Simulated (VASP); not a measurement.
# NiO (Fm-3m) in VASP: a series of runs, part 2 of 2

VASP 6.6.1. The steps go on from the part before.

### Step 4. Single point, PBEsol+U, collinear spin, antiferromagnetic start

Input file INCAR:

```
PREC     = Accurate       # precision mode
ENCUT    = 520            # plane-wave cutoff, eV
EDIFF    = 1E-6           # SCF threshold, eV
ISMEAR   = 0              # smearing method
SIGMA    = 0.05           # smearing width, eV
LREAL    = F              # projectors in reciprocal space
LASPH    = T              # aspherical terms in the spheres
NELM     = 150            # most SCF steps
ALGO     = Normal         # electronic algorithm
ISIF     = 2              # what is computed and relaxed
LWAVE    = F              # write WAVECAR
LCHARG   = F              # write CHGCAR
ISPIN    = 2              # spin polarisation
MAGMOM   = 1.8 -1.8 0 0   # initial moments
LORBIT   = 11             # projections on sites
LMAXMIX  = 4              # l up to which the mixer works
LDAU     = T              # DFT+U
LDAUTYPE = 2            
LDAUL    = 2 -1           # shell
LDAUU    = 4 0            # U, eV
LDAUJ    = 0 0          
LDAUPRINT= 1            
GGA      = PS             # functional
NBANDS   = 28             # bands
```

Input file KPOINTS:

```
Automatic mesh
0
Gamma
  8 8 8
```

Input file POSCAR:

```
NiO
1.0
    0.0000000000      2.0913095100      2.0913095100
    2.0913095100      0.0000000000      2.0913095100
    4.1826190200      4.1826190200      0.0000000000
Ni O
2 2
Direct
    0.0000000000      0.0000000000      0.0000000000
    0.0000000000      0.0000000000      0.5000000000
    0.5000000000      0.5000000000      0.2500000000
    0.5000000000      0.5000000000      0.7500000000
```

Launch:

```bash
$ cat potpaw_PBE.64/Ni/POTCAR potpaw_PBE.64/O/POTCAR > POTCAR
$ mpirun -np 1 vasp_std > vasp.out
```

Run time: 2.9 min. Hardware: 1 thread of AMD EPYC 9R14 (Zen 4), shared host; peak memory 0.22 GiB.

It converged, with:

```yaml
Free_energy: -22.9424 eV
Pressure: -9.2 GPa
Band_gap_on_the_k_mesh: 2.57 eV
Net_moment: 0.00 μB per cell
Site_moments: Ni +1.62, -1.62; O +0.00 μB
Valence_electrons_inside_the_program's_atomic_spheres: Ni 9.01; O 4.97
```

Stress tensor (GPa, compression positive):
```
-9.17 -0.12  0.12
-0.12 -9.17  0.12
 0.12  0.12 -9.17
```

Levels at points of the mesh, in eV from the valence-band top:
Spin up:
```tsv
k point	band 13	band 14	band 15	band 16	band 17	band 18	band 19	band 20
(0.00, 0.00, 0.00)	-1.18	-1.17	-0.83	-0.83	3.03	3.40	3.40	6.93
(0.50, 0.00, 0.00)	-1.65	-1.07	-0.68	-0.51	3.53	3.67	6.93	7.56
(0.00, 0.00, 0.50)	-1.42	-1.32	0.00	0.00	3.14	3.14	5.72	5.84
(0.50, 0.00, 0.50)	-1.21	-1.02	-0.98	-0.51	3.17	3.20	8.81	9.04
```
Spin down:
```
           k point  band 14  band 15  band 16  band 17  band 18  band 19
(0.00, 0.00, 0.00)    -1.17    -0.83    -0.83     3.03     3.40     3.40
(0.50, 0.00, 0.00)    -1.07    -0.68    -0.51     3.53     3.67     6.93
(0.00, 0.00, 0.50)    -1.32     0.00     0.00     3.14     3.14     5.72
(0.50, 0.00, 0.50)    -1.02    -0.98    -0.51     3.17     3.20     8.81
```

Eigenvalues of the final occupation matrices:
```tsv
site	spin	trace	eigenvalues
site 1 d	1	4.96	0.98 0.98 0.98 1.01 1.01
site 1 d	2	3.32	0.20 0.20 0.97 0.97 0.97
site 2 d	1	3.32	0.20 0.20 0.97 0.97 0.97
site 2 d	2	4.96	0.98 0.98 0.98 1.01 1.01
```

Caveat: the cell stands under tension; the PAW data sets were made with another functional, which shifts forces and pressure a little.

### Step 5. Single point, PBEsol+U, collinear spin, antiferromagnetic start

Input file INCAR:

```
ALGO = Normal
EDIFF = 1E-6
ENCUT = 520
GGA = PS
ISIF = 2
ISMEAR = 0
ISPIN = 2
LASPH = T
LCHARG = F
LDAU = T
LDAUJ = 0 0
LDAUL = 2 -1
LDAUPRINT = 1
LDAUTYPE = 2
LDAUU = 4 0
LMAXMIX = 4
LORBIT = 11
LREAL = F
LWAVE = F
MAGMOM = 1.74 -1.74 0 0
NBANDS = 28
NELM = 150
PREC = Accurate
SIGMA = 0.05
```

Input file KPOINTS:

```
k-points
0
Gamma
  8 8 8
```

POSCAR is that of step 4.

Launch:

```bash
$ cat potpaw_PBE.64/Ni/POTCAR potpaw_PBE.64/O/POTCAR > POTCAR
$ mpirun -np 1 vasp_std > vasp.out
```

Wall time 2.8 min (1 thread of AMD EPYC 9R14 (Zen 4), shared host); peak memory 0.22 GiB.

It converged, with:

| Property | Result |
| --- | --- |
| Free energy | -22.9424 eV |
| Pressure | -9.2 GPa |
| Band gap on the k mesh | 2.57 eV |
| Net moment | 0.00 μB per cell |
| Site moments | Ni +1.62, -1.62; O +0.00 μB |
| Valence electrons inside the program's atomic spheres | Ni 9.01; O 4.97 |

Stress tensor (GPa, compression positive):
```
-9.18 -0.12  0.12
-0.12 -9.18  0.12
 0.12  0.12 -9.18
```

Levels at points of the mesh, in eV from the valence-band top:
Spin up:
```
           k point  band 12  band 13  band 14  band 15  band 16  band 17  band 18  band 19  band 20  band 21
(0.00, 0.00, 0.00)    -1.18    -1.18    -1.17    -0.83    -0.83     3.03     3.40     3.40     6.93    11.50
(0.50, 0.00, 0.00)    -1.89    -1.65    -1.07    -0.68    -0.51     3.53     3.67     6.93     7.56    11.50
(0.00, 0.00, 0.50)    -1.42    -1.42    -1.32     0.00     0.00     3.14     3.14     5.72     5.84    13.13
(0.50, 0.00, 0.50)    -1.72    -1.21    -1.02    -0.98    -0.51     3.17     3.20     8.81     9.04    11.01
```
Spin down:
| k point | band 13 | band 14 | band 15 | band 16 | band 17 | band 18 | band 19 | band 20 |
| --- | --- | --- | --- | --- | --- | --- | --- | --- |
| (0.00, 0.00, 0.00) | -1.18 | -1.17 | -0.83 | -0.83 | 3.03 | 3.40 | 3.40 | 6.93 |
| (0.50, 0.00, 0.00) | -1.65 | -1.07 | -0.68 | -0.51 | 3.53 | 3.67 | 6.93 | 7.56 |
| (0.00, 0.00, 0.50) | -1.42 | -1.32 | 0.00 | 0.00 | 3.14 | 3.14 | 5.72 | 5.84 |
| (0.50, 0.00, 0.50) | -1.21 | -1.02 | -0.98 | -0.51 | 3.17 | 3.20 | 8.81 | 9.04 |

Eigenvalues of the final occupation matrices:
```tsv
site	spin	trace	eigenvalues
site 1 d	1	4.96	0.98 0.98 0.98 1.01 1.01
site 1 d	2	3.32	0.20 0.20 0.97 0.97 0.97
site 2 d	1	3.32	0.20 0.20 0.97 0.97 0.97
site 2 d	2	4.96	0.98 0.98 0.98 1.01 1.01
```

Caveat: the cell stands under tension; the PAW data sets were made with another functional, which shifts forces and pressure a little.

### Step 6. Single point, PBEsol+U, collinear spin, antiferromagnetic start

Input file INCAR:

```
SYSTEM = NiO
PREC = Accurate ; ENCUT = 520
EDIFF = 1E-6 ; ISMEAR = 0
SIGMA = 0.05 ; LREAL = .FALSE.
LASPH = .TRUE. ; NELM = 150
ALGO = Normal ; ISIF = 2
LWAVE = .FALSE. ; LCHARG = .TRUE.
ISPIN = 2 ; MAGMOM = 2 -2 0 0
LORBIT = 11 ; LMAXMIX = 4
LDAU = .TRUE. ; LDAUTYPE = 2
LDAUL = 2 -1 ; LDAUU = 4 0
LDAUJ = 0 0 ; LDAUPRINT = 1
GGA = PS ; LELF = .TRUE.
LVHAR = .TRUE. ; NBANDS = 28
```

Input file KPOINTS:

```
Automatic mesh
0
G
  8 8 8
  0 0 0
```

POSCAR is that of step 5.

Potentials or basis: VASP PAW PBE potentials, release 64 (Ni, O).

Launch:

```bash
$ cat potpaw_PBE.64/Ni/POTCAR potpaw_PBE.64/O/POTCAR > POTCAR
$ mpirun -np 1 vasp_std > vasp.out
```

OUTCAR:

```text
SYSTEM = NiO
   PREC = Accurate
   ENCUT = 520
   EDIFF = 1E-6
   ISMEAR = 0
   LREAL = .FALSE.
   LASPH = .TRUE.
   NELM = 150
   ISIF = 2
   ISPIN = 2
   LORBIT = 11
   GGA = PS

 ion  position               nearest neighbor table
   1  0.000  0.000  0.000-   4 2.09   3 2.09   4 2.09   3 2.09   4 2.09   3 2.09   2 2.96   2 2.96
                             2 2.96   2 2.96   2 2.96   2 2.96
   2  0.000  0.000  0.500-   3 2.09   3 2.09   4 2.09   3 2.09   4 2.09   4 2.09   1 2.96   1 2.96
                             1 2.96   1 2.96   1 2.96   1 2.96
   3  0.500  0.500  0.250-   1 2.09   1 2.09   2 2.09   1 2.09   2 2.09   2 2.09
   4  0.500  0.500  0.750-   2 2.09   1 2.09   2 2.09   1 2.09   2 2.09   1 2.09

  LATTYP: Found a trigonal (rhomboedric) cell.
 ALAT       =     5.1226411937
 COS(alpha) =     0.8333333333

  Lattice vectors:

 A1 = (   4.1826190200,   2.0913095100,  -2.0913095100)
 A2 = (   2.0913095100,   2.0913095100,  -4.1826190200)
 A3 = (   2.0913095100,   4.1826190200,  -2.0913095100)

Analysis of symmetry for initial positions (statically):
=====================================================================
 Subroutine PRICEL returns following result:

  LATTYP: Found a face centered cubic cell.
 ALAT       =     4.1826190200
[... 12 lines left out ...]
 Subroutine GETGRP returns: Found 12 space group operations
 (whereof 12 operations were pure point group operations)
 out of a pool of 12 trial point group operations.

The static configuration has the point symmetry D_3d.

Analysis of symmetry for dynamics (positions and initial velocities):
=====================================================================
 Subroutine PRICEL returns following result:

  LATTYP: Found a face centered cubic cell.
 ALAT       =     4.1826190200
[... 12 lines left out ...]
 Subroutine GETGRP returns: Found 12 space group operations
 (whereof 12 operations were pure point group operations)
 out of a pool of 12 trial point group operations.

The dynamic configuration has the point symmetry D_3d.

Analysis of structural, dynamic, and magnetic symmetry:
=====================================================================
 Subroutine PRICEL returns following result:

  LATTYP: Found a face centered cubic cell.
 ALAT       =     4.1826190200
[... 12 lines left out ...]
 Subroutine GETGRP returns: Found 12 space group operations
 (whereof 12 operations were pure point group operations)
 out of a pool of 12 trial point group operations.

The overall configuration has the point symmetry D_3d.

 Subroutine INISYM returns: Found 12 space group operations
 (whereof 12 operations are pure point group operations),
 and found     2 'primitive' translations

----------------------------------------------------------------------------------------

                                     Primitive cell

  volume of cell :      18.2930

  direct lattice vectors                    reciprocal lattice vectors
     0.000000000  2.091309510  2.091309510    -0.239084649  0.239084649  0.239084649
     2.091309510  0.000000000  2.091309510     0.239084649 -0.239084649  0.239084649
[... 169 lines left out ...]
  0.9728 -0.0000  0.0007 -0.0000  0.0000
 -0.0000  0.9728  0.0003  0.0000 -0.0006
  0.0007  0.0003  0.2021  0.0003  0.0000
 -0.0000  0.0000  0.0003  0.9728  0.0006
  0.0000 -0.0006  0.0000  0.0006  0.2021

spin component  2

  0.9760 -0.0000 -0.0001 -0.0000  0.0000
 -0.0000  0.9760 -0.0000  0.0000  0.0000
 -0.0001 -0.0000  1.0149 -0.0000  0.0000
 -0.0000  0.0000 -0.0000  0.9760 -0.0000
  0.0000  0.0000  0.0000 -0.0000  1.0149

 occupancies and eigenvectors

  o =  0.2021  v = -0.0009 -0.0005  0.9984 -0.0004 -0.0557  0.0000  0.0000  0.0000  0.0000  0.0000      0.0000  0.0000  0.0000  0.0000  0.0000  0.0000  0.0000  0.0000  0.0000  0.0000
  o =  0.2021  v = -0.0000  0.0007  0.0557 -0.0008  0.9984  0.0000  0.0000  0.0000  0.0000  0.0000      0.0000  0.0000  0.0000  0.0000  0.0000  0.0000  0.0000  0.0000  0.0000  0.0000
  o =  0.9727  v =  0.0815 -0.6628  0.0001  0.7443  0.0011  0.0000  0.0000  0.0000  0.0000  0.0000      0.0000  0.0000  0.0000  0.0000  0.0000  0.0000  0.0000  0.0000  0.0000  0.0000
  o =  0.9727  v = -0.8124 -0.4768 -0.0011 -0.3356  0.0001  0.0000  0.0000  0.0000  0.0000  0.0000      0.0000  0.0000  0.0000  0.0000  0.0000  0.0000  0.0000  0.0000  0.0000  0.0000
  o =  0.9728  v = -0.5774  0.5774 -0.0000  0.5774 -0.0000  0.0000  0.0000  0.0000  0.0000  0.0000      0.0000  0.0000  0.0000  0.0000  0.0000  0.0000  0.0000  0.0000  0.0000  0.0000
  o =  0.9760  v =  0.0000  0.0000  0.0000  0.0000  0.0000  0.0000 -0.7071 -0.0000  0.7071  0.0017      0.0000  0.0000  0.0000  0.0000  0.0000  0.0000  0.0000  0.0000  0.0000  0.0000
  o =  0.9760  v =  0.0000  0.0000  0.0000  0.0000  0.0000  0.8165  0.4082  0.0017  0.4082 -0.0000      0.0000  0.0000  0.0000  0.0000  0.0000  0.0000  0.0000  0.0000  0.0000  0.0000
  o =  0.9760  v =  0.0000  0.0000  0.0000  0.0000  0.0000 -0.5774  0.5774 -0.0000  0.5774 -0.0000      0.0000  0.0000  0.0000  0.0000  0.0000  0.0000  0.0000  0.0000  0.0000  0.0000
  o =  1.0149  v =  0.0000  0.0000  0.0000  0.0000  0.0000  0.0000  0.0012  0.0000 -0.0012  1.0000      0.0000  0.0000  0.0000  0.0000  0.0000  0.0000  0.0000  0.0000  0.0000  0.0000
  o =  1.0149  v =  0.0000  0.0000  0.0000  0.0000  0.0000  0.0014  0.0007 -1.0000  0.0007  0.0000      0.0000  0.0000  0.0000  0.0000  0.0000  0.0000  0.0000  0.0000  0.0000  0.0000

 number of electron      32.0000011 magnetization      -0.0000000

 Free energy of the ion-electron system (eV)
  ---------------------------------------------------
  ext. energy  EPLUGINS =         0.00000000
  ---------------------------------------------------
  free energy    TOTEN  =       -22.94235255 eV

  energy without entropy =      -22.94235255  energy(sigma->0) =      -22.94235255

 E-fermi :   6.6085     XC(G=0): -12.8909

 val. band max:        6.3045205596   @ k =   0.0000   0.0000   0.5000
 cond. band min:       8.8727166134   @ k =   0.2500   0.2500   0.0000
 fundamental gap:      2.5681960537
 Fermi energy:         6.6085190352

 spin component 1

 k-point     1 :       0.0000    0.0000    0.0000
  band No.  band energies     occupation
      1     -12.2307      1.00000
      2     -10.7802      1.00000
      3      -0.6523      1.00000
      4       1.0370      1.00000
      5       1.0370      1.00000
      6       3.1658      1.00000
[... 1481 lines left out ...]
     27      24.3686      0.00000
     28      28.6337      0.00000

 [... further k-points ...]

------------------------ aborting loop because EDIFF is reached ----------------------------------------

  FORCE on cell =-STRESS in cart. coord.  units (eV):
  Direction    XX          YY          ZZ          XY          YZ          ZX
  --------------------------------------------------------------------------------------
  -------------------------------------------------------------------------------------
  Total       -2.0940310     -2.0940310     -2.0940310     -0.0273825      0.0273825      0.0273825
  in kB      -91.7019888    -91.7019888    -91.7019888     -1.1991356      1.1991356      1.1991356
  external PRESSURE =     -91.7019888 kB  Pullay stress =       0.0000000 kB

 VOLUME and BASIS-vectors are now :
 -----------------------------------------------------------------------------
  energy-cutoff  :      520.00
  volume of cell :       36.59
      direct lattice vectors                 reciprocal lattice vectors
     0.000000000  2.091309510  2.091309510    -0.239084649  0.239084649  0.239084649
     2.091309510  0.000000000  2.091309510     0.239084649 -0.239084649  0.239084649
     4.182619020  4.182619020  0.000000000     0.119542324  0.119542324 -0.119542324

 POSITION                                       TOTAL-FORCE (eV/Angst)
 -----------------------------------------------------------------------------------
      0.00000      0.00000      0.00000        -0.000000     -0.000000      0.000000
      2.09131      2.09131      0.00000         0.000000     -0.000000     -0.000000
      2.09131      2.09131      2.09131         0.000000      0.000000      0.000000
      4.18262      4.18262      2.09131        -0.000000     -0.000000     -0.000000
 -----------------------------------------------------------------------------------
    total drift:                                0.000000     -0.000000     -0.000000

  FREE ENERGIE OF THE ION-ELECTRON SYSTEM (eV)
  ---------------------------------------------------
  free  energy   TOTEN  =       -22.9423525521 eV

  energy  without entropy=      -22.9423525521  energy(sigma->0) =      -22.94235255

 total charge

# of ion       s       p       d       tot
------------------------------------------
    1        0.340   0.417   8.253   9.011
    2        0.340   0.417   8.253   9.011
    3        1.548   3.426   0.000   4.974
    4        1.548   3.426   0.000   4.974
--------------------------------------------------
tot          3.776   7.687  16.507  27.970

 magnetization (x)

# of ion       s       p       d       tot
------------------------------------------
    1       -0.006  -0.010   1.635   1.620
    2        0.006   0.010  -1.635  -1.620
    3        0.000   0.000   0.000   0.000
    4        0.000   0.000   0.000   0.000
--------------------------------------------------
tot          0.000   0.000   0.000   0.000
```

It took 2.8 min on 1 thread of AMD EPYC 9R14 (Zen 4), shared host; peak memory 0.22 GiB.

What came out:

```yaml
Free_energy: -22.9424 eV
Pressure: -9.2 GPa
Band_gap_on_the_k_mesh: 2.57 eV
Net_moment: 0.00 μB per cell
Site_moments: Ni +1.62, -1.62; O +0.00 μB
Valence_electrons_inside_the_program's_atomic_spheres: Ni 9.01; O 4.97
```

Stress tensor (GPa, compression positive):
```
-9.17 -0.12  0.12
-0.12 -9.17  0.12
 0.12  0.12 -9.17
```

Eigenvalues of the final occupation matrices:
```tsv
site	spin	trace	eigenvalues
site 1 d	1	4.96	0.98 0.98 0.98 1.01 1.01
site 1 d	2	3.32	0.20 0.20 0.97 0.97 0.97
site 2 d	1	3.32	0.20 0.20 0.97 0.97 0.97
site 2 d	2	4.96	0.98 0.98 0.98 1.01 1.01
```

Caveat: the cell stands under tension; the PAW data sets were made with another functional, which shifts forces and pressure a little. A k mesh can miss the band edges.
